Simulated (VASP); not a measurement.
# BeS in VASP: further runs

The runs below take BeS through single point, with PBE.

All numbers are computed with VASP 6.6.1; they aren't measurements. Logs are shortened: lines on timing, memory, paths and dates and some standing lists are left out, and cuts for length are marked.

## Step 1: The cell of the first run

It takes space group I4/mmm (No. 139, tetragonal). Conventional cell: a = 3.294 Å, b = 3.294 Å, c = 4.615 Å, α = 90.00°, β = 90.00°, γ = 90.00°. Be (site symmetry 4/mmm) has 6 S at 2.31 to 2.33 Å within 3.0 Å. Within 3.0 Å of S (site symmetry 4/mmm) lie 6 Be at 2.31 to 2.33 Å.

## Step 2: Single point, PBE (epitaxial xy strain +0.5%)

File INCAR:

```
SYSTEM = BeS
PREC = Accurate ; ENCUT = 520
EDIFF = 1E-6 ; ISMEAR = 0
SIGMA = 0.01 ; LREAL = .FALSE.
LASPH = .TRUE. ; NELM = 60
ALGO = Normal ; ISIF = 2
LWAVE = .FALSE. ; LCHARG = .FALSE.
GGA = PE ; NBANDS = 11
```

File KPOINTS:

```
regular mesh
0
G
  6 6 6
  0 0 0
```

File POSCAR:

```
BeS
1.0
    0.0000000000      2.3288836829      2.3073523921
    2.3288836829      0.0000000000      2.3073523921
    2.3288836829      2.3288836829      0.0000000000
Be S
1 1
Direct
    0.0000000000      0.0000000000      0.0000000000
    0.5000000000      0.5000000000      0.5000000000
```

Potentials or basis: VASP PAW PBE potentials, release 64 (Be, S).

Started as:

```console
$ cat potpaw_PBE.64/Be/POTCAR potpaw_PBE.64/S/POTCAR > POTCAR
$ mpirun -np 1 vasp_std > vasp.out
```

OUTCAR:

```text
SYSTEM = BeS
   PREC = Accurate
   ENCUT = 520
   EDIFF = 1E-6
   ISMEAR = 0
   LREAL = .FALSE.
   LASPH = .TRUE.
   NELM = 60
   ISIF = 2
   GGA = PE

 ion  position               nearest neighbor table
   1  0.000  0.000  0.000-   2 2.31   2 2.31   2 2.33   2 2.33   2 2.33   2 2.33
   2  0.500  0.500  0.500-   1 2.31   1 2.31   1 2.33   1 2.33   1 2.33   1 2.33

  LATTYP: Found a body centered tetragonal cell.
 ALAT       =     3.2935388895
 C/A-ratio  =     1.4011386958

  Lattice vectors:

 A1 = (   0.0000000000,  -2.3288836829,  -2.3073523921)
 A2 = (   0.0000000000,   2.3288836829,  -2.3073523921)
 A3 = (   2.3288836829,   0.0000000000,   2.3073523921)

Analysis of symmetry for initial positions (statically):
=====================================================================
 Subroutine PRICEL returns:
 Original cell was already a primitive cell.

 Routine SETGRP: Setting up the symmetry group for a
 body centered tetragonal supercell.

 Subroutine GETGRP returns: Found 16 space group operations
 (whereof 16 operations were pure point group operations)
 out of a pool of 16 trial point group operations.

The static configuration has the point symmetry D_4h.

Analysis of symmetry for dynamics (positions and initial velocities):
=====================================================================
 Subroutine PRICEL returns:
 Original cell was already a primitive cell.

 Routine SETGRP: Setting up the symmetry group for a
 body centered tetragonal supercell.

 Subroutine GETGRP returns: Found 16 space group operations
 (whereof 16 operations were pure point group operations)
 out of a pool of 16 trial point group operations.

The dynamic configuration has the point symmetry D_4h.

 Subroutine INISYM returns: Found 16 space group operations
 (whereof 16 operations are pure point group operations),
 and found     1 'primitive' translations

----------------------------------------------------------------------------------------

                                     Primitive cell

  volume of cell :      25.0288

  direct lattice vectors                    reciprocal lattice vectors
     0.000000000  2.328883683  2.307352392    -0.214695136  0.214695136  0.216698586
     2.328883683  0.000000000  2.307352392     0.214695136 -0.214695136  0.216698586
     2.328883683  2.328883683  0.000000000     0.214695136  0.214695136 -0.216698586

  length of vectors
     3.278349321  3.278349321  3.293538890     0.373023163  0.373023163  0.373023163

[... 89 lines left out ...]
   TEBEG  =    0.0;   TEEND  =   0.0 temperature during run
   PSTRESS=    0.0 pullay stress
   NELECT =       8.0000    total number of electrons
   NUPDOWN=      -1.0000    fix difference up-down
   EMIN   =  10.00;   EMAX   =-10.00  energy-range for DOS
   EFERMI =   0.00;   METHOD = LEGACY
   ISMEAR =     0;   SIGMA  =   0.01  broadening in eV -4-tet -1-fermi 0-gaus
   EFERMI_NEDOS =   21; number of points for ismear=-14 and -15
   IALGO  =     38    algorithm
   IMIX   =      4    mixing-type and parameters
     AMIX     =   0.40;   BMIX     =  1.00
     AMIX_MAG =   1.60;   BMIX_MAG =  1.00
  volume/ion in A,a.u.               =      12.51        84.45
  Fermi-wavevector in a.u.,A,eV,Ry     =   1.119330  2.115228 17.046748  1.252901
  Thomas-Fermi vector in A             =   2.255969
   LORBIT       =      0    0 simple, 1 ext, 2 COOP (PROOUT), +10 PAW based schemes
   GGA     = PE    functional components
   LHFCALC =     F    Hartree Fock is set to
   AEXX    =    0.0000 exact exchange contribution
   IVDW    =     0    specifies the selected vdW correction
   LEPSILON=     F    determine dielectric tensor
   LRPA    =     F    only Hartree local field effects (RPA)
 non-spin polarized calculation
 Gauss-broadening in eV      SIGMA  =   0.01
  energy-cutoff  :      520.00
  volume of cell :       25.03
 maximum number of plane-waves:       692
   NGX = 13   NGY = 13   NGZ = 13

 number of electron       7.9999998 magnetization

 Free energy of the ion-electron system (eV)
  ---------------------------------------------------
  ext. energy  EPLUGINS =         0.00000000
  ---------------------------------------------------
  free energy    TOTEN  =        -8.87796666 eV

  energy without entropy =       -8.87796666  energy(sigma->0) =       -8.87796666

 E-fermi :   6.5711     XC(G=0): -10.5816

 val. band max:        6.5249882947   @ k =  -0.1667   0.0000   0.1667
 cond. band min:       7.4369478465   @ k =   0.5000   0.5000   0.0000
 fundamental gap:      0.9119595518
 Fermi energy:         6.5710751786

 k-point     1 :       0.0000    0.0000    0.0000
  band No.  band energies     occupation
      1      -8.5076      2.00000
      2       6.1591      2.00000
      3       6.2716      2.00000
      4       6.2716      2.00000
      5      11.7495      0.00000
      6      15.3305      0.00000
      7      15.3305      0.00000
      8      15.4422      0.00000
      9      15.9717      0.00000
     10      15.9717      0.00000
     11      16.2941      0.00000
[... 309 lines left out ...]
 k-point    24 :       0.5000   -0.0000    0.3333
  band No.  band energies     occupation
      1      -5.6107      2.00000
      2       0.4793      2.00000
      3       2.5196      2.00000
      4       3.8462      2.00000
      5       8.4906      0.00000
      6      12.5905      0.00000
      7      15.6827      0.00000
      8      17.1165      0.00000
      9      18.9527      0.00000
     10      23.3978      0.00000
     11      23.5910      0.00000

 [... further k-points ...]

------------------------ aborting loop because EDIFF is reached ----------------------------------------

  FORCE on cell =-STRESS in cart. coord.  units (eV):
  Direction    XX          YY          ZZ          XY          YZ          ZX
  --------------------------------------------------------------------------------------
  -------------------------------------------------------------------------------------
  Total       -0.1737661     -0.1737661     -0.0379838      0.0000000     -0.0000000      0.0000000
  in kB      -11.1233624    -11.1233624     -2.4314755      0.0000000     -0.0000000      0.0000000
  external PRESSURE =      -8.2260668 kB  Pullay stress =       0.0000000 kB

 VOLUME and BASIS-vectors are now :
 -----------------------------------------------------------------------------
  energy-cutoff  :      520.00
  volume of cell :       25.03
      direct lattice vectors                 reciprocal lattice vectors
     0.000000000  2.328883683  2.307352392    -0.214695136  0.214695136  0.216698586
     2.328883683  0.000000000  2.307352392     0.214695136 -0.214695136  0.216698586
     2.328883683  2.328883683  0.000000000     0.214695136  0.214695136 -0.216698586

 POSITION                                       TOTAL-FORCE (eV/Angst)
 -----------------------------------------------------------------------------------
      0.00000      0.00000      0.00000         0.000000      0.000000      0.000000
      2.32888      2.32888      2.30735         0.000000     -0.000000      0.000000
 -----------------------------------------------------------------------------------
    total drift:                               -0.000000     -0.000000      0.000000

  FREE ENERGIE OF THE ION-ELECTRON SYSTEM (eV)
  ---------------------------------------------------
  free  energy   TOTEN  =        -8.8779666612 eV

  energy  without entropy=       -8.8779666612  energy(sigma->0) =       -8.87796666
```

stdout:

```text
POSCAR found type information on POSCAR BeS
 POSCAR found :  2 types and       2 ions
 scaLAPACK will be used
 LDA part: xc-table for (Slater+PW92), standard interpolation
 POSCAR, INCAR and KPOINTS ok, starting setup
 FFT: planning ... GRIDC
 FFT: planning ... GRID_SOFT
 FFT: planning ... GRID
 WAVECAR not read
 entering main loop
```

Wall time 4.4 s (1 thread of Intel Xeon Platinum 8488C (Sapphire Rapids), shared host); peak memory 0.13 GiB.

What came out:

```yaml
Free_energy: -8.8780 eV
Pressure: -0.8 GPa
Band_gap_on_the_k_mesh: 0.91 eV, indirect (least direct gap 4.06 eV)
```

Stress tensor (GPa, compression positive):
```
-1.11  0.00  0.00
 0.00 -1.11  0.00
 0.00  0.00 -0.24
```

Caveat: the cell differs from its parent crystal (epitaxial xy strain +0.5%). A k mesh can miss the band edges.

## Step 3: Single point, PBE (epitaxial 111 strain +5.0%)

File INCAR:

```
SYSTEM = BeS
PREC = Accurate ; ENCUT = 520
EDIFF = 1E-6 ; ISMEAR = 0
SIGMA = 0.01 ; LREAL = .False.
LASPH = .True. ; NELM = 60
ALGO = Normal ; ISIF = 2
LWAVE = .False. ; LCHARG = .False.
GGA = PE ; NBANDS = 11
```

File KPOINTS:

```
regular mesh
0
Gamma
  6 6 6
  0 0 0
```

File POSCAR:

```
BeS
1.0
   -0.0927196089      2.3404424479      2.3404424479
    2.3404424479     -0.0927196089      2.3404424479
    2.3404424479      2.3404424479     -0.0927196089
Be S
1 1
Direct
    0.0000000000      0.0000000000      0.0000000000
    0.5000000000      0.5000000000      0.5000000000
```

Potentials or basis: VASP PAW PBE potentials, release 64 (Be, S).

Started as:

```console
$ cat potpaw_PBE.64/Be/POTCAR potpaw_PBE.64/S/POTCAR > POTCAR
$ mpirun -np 1 vasp_std > vasp.out
```

Run time: 9.5 s. Hardware: 1 thread of Intel Xeon Platinum 8488C (Sapphire Rapids), shared host; peak memory 0.15 GiB.

It converged, with:

* Free energy: -8.7778 eV
* Pressure: -8.0 GPa
* Band gap on the k mesh: 0.66 eV, indirect (least direct gap 3.36 eV)

Stress tensor (GPa, compression positive):
```
-7.98  3.77  3.77
 3.77 -7.98  3.77
 3.77  3.77 -7.98
```

Levels at points of the mesh, in eV from the valence-band top:
```tsv
k point	band 1	band 2	band 3	band 4	band 5	band 6	band 7	band 8	band 9
(0.00, 0.00, 0.00)	-14.59	-0.74	-0.74	0.00	4.01	8.31	8.31	8.78	8.97
(0.50, 0.00, 0.00)	-12.70	-6.88	-0.70	-0.39	3.68	3.76	4.48	9.25	14.19
(0.50, 0.50, 0.00)	-11.76	-6.31	-3.37	-2.70	0.66	4.52	10.56	10.80	12.24
(0.50, 0.50, 0.50)	-12.37	-6.57	-1.00	-1.00	3.18	3.40	3.40	8.67	15.16
```

Caveat: the cell differs from its parent crystal (epitaxial 111 strain +5.0%). A k mesh can miss the band edges.

## Step 4: Single point, PBE (strain -4.0%)

File INCAR:

```
SYSTEM = BeS
PREC     = Accurate       ! precision mode
ENCUT    = 520            ! plane-wave cutoff, eV
EDIFF    = 1E-7           ! SCF threshold, eV
ISMEAR   = -1             ! smearing method
SIGMA    = 0.02           ! smearing width, eV
LREAL    = .FALSE.        ! projectors in reciprocal space
LASPH    = .TRUE.         ! aspherical terms in the spheres
NELM     = 60             ! most SCF steps
ALGO     = Normal         ! electronic algorithm
ISIF     = 2              ! what is computed and relaxed
LWAVE    = .FALSE.        ! write WAVECAR
LCHARG   = .FALSE.        ! write CHGCAR
GGA      = PE             ! functional
NBANDS   = 11             ! bands
```

File KPOINTS:

```
Automatic mesh
0
G
  10 10 10
  0 0 0
```

File POSCAR:

```
BeS
1.0
    0.0000000000      2.2246053091      2.2246053091
    2.2246053091      0.0000000000      2.2246053091
    2.2246053091      2.2246053091      0.0000000000
Be S
1 1
Direct
    0.0000000000      0.0000000000      0.0000000000
    0.5000000000      0.5000000000      0.5000000000
```

Started as:

```console
$ cat potpaw_PBE.64/Be/POTCAR potpaw_PBE.64/S/POTCAR > POTCAR
$ mpirun -np 1 vasp_std > vasp.out
```

It took 7 s on 1 thread of Intel Xeon Platinum 8488C (Sapphire Rapids), shared host; peak memory 0.13 GiB.

Results (log left out):

```yaml
Free_energy: -8.7683 eV
Pressure: 16.0 GPa
Band_gap_on_the_k_mesh: 1.09 eV, indirect (least direct gap 4.31 eV)
```

Levels at points of the mesh, in eV from the valence-band top:
| k point | band 1 | band 2 | band 3 | band 4 | band 5 | band 6 | band 7 | band 8 | band 9 |
| --- | --- | --- | --- | --- | --- | --- | --- | --- | --- |
| (0.00, 0.00, 0.00) | -16.18 | -0.30 | -0.30 | -0.30 | 6.85 | 8.71 | 8.71 | 8.71 | 10.28 |
| (0.50, 0.00, 0.00) | -13.49 | -8.13 | -0.56 | -0.56 | 3.75 | 3.75 | 4.42 | 11.35 | 16.06 |
| (0.50, 0.50, 0.00) | -12.14 | -7.78 | -3.66 | -3.66 | 1.09 | 3.80 | 12.98 | 12.98 | 15.27 |

Caveat: the cell differs from its parent crystal (strain -4.0%). A k mesh can miss the band edges.

## Step 5: Single point, PBE (strain +2.0%)

File INCAR:

```
  ALGO = Normal
  EDIFF = 1E-6
  ENCUT = 520
  GGA = PE
  ISIF = 2
  ISMEAR = -1
  LASPH = True
  LCHARG = False
  LREAL = False
  LWAVE = False
  NBANDS = 11
  NELM = 60
  PREC = Accurate
  SIGMA = 0.02
```

File KPOINTS:

```
k-points
0
Gamma
  10 10 10
```

File POSCAR:

```
BeS
1.0
    0.0000000000      2.3636431409      2.3636431409
    2.3636431409      0.0000000000      2.3636431409
    2.3636431409      2.3636431409      0.0000000000
Be S
1 1
Direct
    0.0000000000      0.0000000000      0.0000000000
    0.5000000000      0.5000000000      0.5000000000
```

Started as:

```console
$ cat potpaw_PBE.64/Be/POTCAR potpaw_PBE.64/S/POTCAR > POTCAR
$ mpirun -np 1 vasp_std > vasp.out
```

Wall time 14 s (1 thread of Intel Xeon Platinum 8488C (Sapphire Rapids), shared host); peak memory 0.15 GiB.

It converged, with:

* Free energy: -8.8628 eV
* Pressure: -6.1 GPa
* Band gap on the k mesh: 0.99 eV, indirect (least direct gap 3.87 eV)

Levels at points of the mesh, in eV from the valence-band top:
```tsv
k point	band 1	band 2	band 3	band 4	band 5	band 6	band 7	band 8
(0.00, 0.00, 0.00)	-14.54	-0.23	-0.23	-0.23	4.68	8.94	8.94	8.94
(0.50, 0.00, 0.00)	-12.48	-6.73	-0.42	-0.42	4.07	4.08	4.08	9.67
(0.50, 0.50, 0.00)	-11.57	-6.25	-2.88	-2.88	0.99	4.64	11.28	11.28
```

Caveat: the cell differs from its parent crystal (strain +2.0%). A k mesh can miss the band edges.

## Step 6: Summary

```csv
cell,k mesh,smearing,gap on the mesh (eV),pressure (GPa)
"a = 3.278, b = 3.278, c = 3.294 Å, angles 59.8, 59.8, 60.3°, 2 atoms",6 × 6 × 6,gaussian 0.01 eV,0.91,-0.8
"a = 3.311 Å, angles 62.6°, 2 atoms",6 × 6 × 6,gaussian 0.01 eV,0.66,-8.0
"a = 3.146 Å, angles 60.0°, 2 atoms",10 × 10 × 10,fermi-dirac 0.02 eV,1.09,16.0
"a = 3.343 Å, angles 60.0°, 2 atoms",10 × 10 × 10,fermi-dirac 0.02 eV,0.99,-6.1
```

Alike in all rows: task single point; level PBE; potentials or basis VASP PAW PBE potentials, release 64 (Be, S); no spin polarisation; cutoff (eV) 520.

Total energies depend on the potentials used, so only differences within one code and one set of settings carry meaning.
